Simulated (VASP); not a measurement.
A run of VASP 6.6.1 is set up as follows.

File INCAR:

```
SYSTEM = Mg
ALGO     = Normal         ! electronic algorithm
EDIFF    = 1E-6           ! SCF threshold, eV
ENCUT    = 520            ! plane-wave cutoff, eV
GGA      = PE             ! functional
ISIF     = 2              ! what is computed and relaxed
ISMEAR   = 0              ! smearing method
LASPH    = .TRUE.         ! aspherical terms in the spheres
LCHARG   = .FALSE.        ! write CHGCAR
LREAL    = .FALSE.        ! projectors in reciprocal space
LWAVE    = .FALSE.        ! write WAVECAR
NBANDS   = 9              ! bands
NELM     = 100            ! most SCF steps
PREC     = Accurate       ! precision mode
SIGMA    = 0.1            ! smearing width, eV
```

The input KPOINTS:

```
k-points
0
G
  15 15 10
  0 0 0
```

POSCAR

```
Mg
1.0
    3.0987341410      0.0000000000      0.0000000000
   -1.5493670706      2.6835824857      0.0000000000
    0.0000000000      0.0000000000      4.4372270295
Mg
2
Direct
    0.3333333333      0.6666666667      0.2500000000
    0.6666666667      0.3333333333      0.7500000000
```

Potentials or basis: VASP PAW PBE potentials, release 64 (Mg).

The run is started by

```console
$ cat potpaw_PBE.64/Mg/POTCAR > POTCAR
$ mpirun -np 1 vasp_std > vasp.out
```

Estimate the band gap on the k mesh.

zero (band 2 reaches 4.97 eV, above the bottom of band 3 at 2.68 eV).

Estimate the pressure.

12.9 GPa.

Stress tensor (GPa, compression positive):
```
 9.07  0.00  0.00
 0.00  9.07  0.00
 0.00  0.00 20.58
```

Caveat: the cell differs from its parent crystal (Be replaced by Mg, lengths x 1.281, strained).
